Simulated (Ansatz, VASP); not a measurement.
## Two plane-wave programs on CdTe

Contents of POSCAR:

```
CdTe
1.0
    0.0000000000      3.2851250000      3.2050000000
    3.2851250000      0.0000000000      3.2050000000
    3.2851250000      3.2851250000      0.0000000000
Cd Te
1 1
Direct
    0.0000000000      0.0000000000      0.0000000000
    0.7500000000      0.7500000000      0.7500000000
```

File INCAR.step1:

```
PREC = Accurate
ENCUT = 520
ISMEAR = 0
SIGMA = 0.05
LREAL = F
LASPH = T
NELM = 80
NBANDS = 16
GGA = PE
ALGO = Normal
EDIFF = 1E-4
LWAVE = T
LCHARG = F
```

INCAR.step2

```
PREC = Accurate
ENCUT = 520
EDIFF = 1E-6
ISMEAR = 0
SIGMA = 0.05
LREAL = F
LASPH = T
NELM = 80
ALGO = Normal
ISIF = 2
LWAVE = F
LCHARG = T
METAGGA = R2SCAN
LMIXTAU = T
LELF = T
LVHAR = T
NBANDS = 16
ISTART = 1
```

The input KPOINTS:

```
regular mesh
0
Gamma
  8 8 8
```

Input for Ansatz:

```yaml
crystal:
  lattice:
    - [0.0, 3.285125, 3.205]
    - [3.285125, 0.0, 3.205]
    - [3.285125, 3.285125, 0.0]
  atoms:
    - { symbol: Cd, position: [0.0, 0.0, 0.0] }
    - { symbol: Te, position: [0.75, 0.75, 0.75] }
basis:
  ecutwfc: 500
kpoints:
  mp_grid: { grid: [8, 8, 8] }
hamiltonian:
  xc: r2scan
scf:
  occupations: { method: gaussian, width: 0.05 }
output:
  forces: true
  stress: true
  eigenvalues: true
  write_density: true
  write_potential: true
  elf: true
  volumetric_format: npy
```

Change from the starting cell: strain +0.025 along x and y, +0.000 along z, atoms carried along.

Alike in both runs: task single point; functional r2SCAN; k mesh 8 × 8 × 8; occupations gaussian, width 0.05 eV; no spin polarisation.

|  | VASP | Ansatz |
| --- | --- | --- |
| version | VASP 6.6.1 | Ansatz 0.2.0 |
| potentials or method | VASP PAW PBE potentials, release 64 (Cd, Te), cutoff 520 eV | scalar-relativistic, plane waves, PAW |
| valence electrons in the cell | 18 | 36 |

Ansatz gave:

```
gap on the k mesh at the Fermi level (eV)                     : 1.17
least direct gap on the mesh (eV)                             : 1.17
pressure (GPa)                                                : 0.8
traceless stress, the component that is largest in VASP (GPa) : 0.25
```

Question: What did VASP give for the same quantities?

Answer: gap on the k mesh at the Fermi level (eV): 1.17; least direct gap on the mesh (eV): 1.17; pressure (GPa): 0.9; traceless stress, the component that is largest in VASP (GPa): 0.25.

VASP's potentials were made for PBE, not for r2SCAN. VASP's potentials hold 18 valence electrons a cell and Ansatz's 36, so a difference there can come from the potentials and not from the codes.

Spin-orbit coupling is off throughout.
